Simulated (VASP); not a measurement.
The system is SnGe2.

```
Sn Ge
1.0
     3.15532    0.00000    0.00000
    -1.57766    2.73259    0.00000
     0.00000    0.00000    7.72893
Sn Ge
1 2
Cartesian
  0.0000 0.0000 3.8645
  1.5777 0.9109 6.4408
  0.0000 1.8217 1.2882
```

* Program: VASP 6.6.1
* Task: relaxation of cell and atoms
* Functional: PBE
* Potentials or basis: VASP PAW PBE potentials, release 64 (Sn_d, Ge_d)
* Cutoff: 600 eV
* k mesh: 6 × 6 × 2
* Occupations: gaussian, width 0.1 eV
* Spin: no spin polarisation

At the start: pressure 2.1 GPa; volume 22.21 Å³/atom.

Task: How do energy, volume and symmetry change on relaxing?

Result: Over 17 steps the energy falls by 105.0 meV/atom and the volume is 22.69 Å³/atom (+2.1 %); space group P-3m1 (No. 164, to 0.05 Å).

Step by step:
| step | energy change (eV) | largest force (eV/Å) | pressure (GPa) | volume (Å³) |
| --- | --- | --- | --- | --- |
| 1 | 0.0000 | 0.6204 | 2.14 | 66.64 |
| 2 | -0.0558 | 0.5989 | -0.59 | 69.54 |
| 3 | -0.0654 | 0.5899 | -2.08 | 71.38 |
| 4 | -0.1109 | 0.5996 | -2.17 | 71.28 |
| 5 | -0.2234 | 0.3438 | -1.67 | 70.93 |
| 6 | -0.1615 | 0.8273 | 1.04 | 70.03 |
| 7 | -0.2498 | 0.0436 | -1.06 | 70.59 |
| 8 | -0.2576 | 0.0362 | 0.18 | 68.70 |
| 9 | -0.2576 | 0.0353 | 0.21 | 68.66 |
| 10 | -0.2615 | 0.0016 | 0.33 | 68.58 |
| 11 | -0.2723 | 0.0479 | 0.17 | 68.32 |
| 12 | -0.3118 | 0.0441 | 0.37 | 67.64 |
| 13 | -0.3068 | 0.0534 | 0.09 | 67.97 |
| 14 | -0.3145 | 0.0511 | 0.27 | 67.77 |
| 15 | -0.3144 | 0.0500 | 0.15 | 67.75 |
| 16 | -0.3143 | 0.0358 | -0.48 | 68.36 |
| 17 | -0.3149 | 0.0057 | -0.02 | 68.07 |

Final structure:
```cif
data_structure
_symmetry_space_group_name_H-M 'P 1'
_symmetry_Int_Tables_number 1
_cell_length_a 3.4050
_cell_length_b 3.4050
_cell_length_c 6.7790
_cell_angle_alpha 90.000
_cell_angle_beta 90.000
_cell_angle_gamma 120.000
_cell_volume 68.07
loop_
_atom_site_label
_atom_site_type_symbol
_atom_site_fract_x
_atom_site_fract_y
_atom_site_fract_z
_atom_site_occupancy
Sn1 Sn 0.00000 0.00000 0.50000 1
Ge1 Ge 0.66667 0.33333 0.85890 1
Ge2 Ge 0.33333 0.66667 0.14110 1
```

Caveat: the k points lie up to 0.46 Å⁻¹ apart in the final cell.
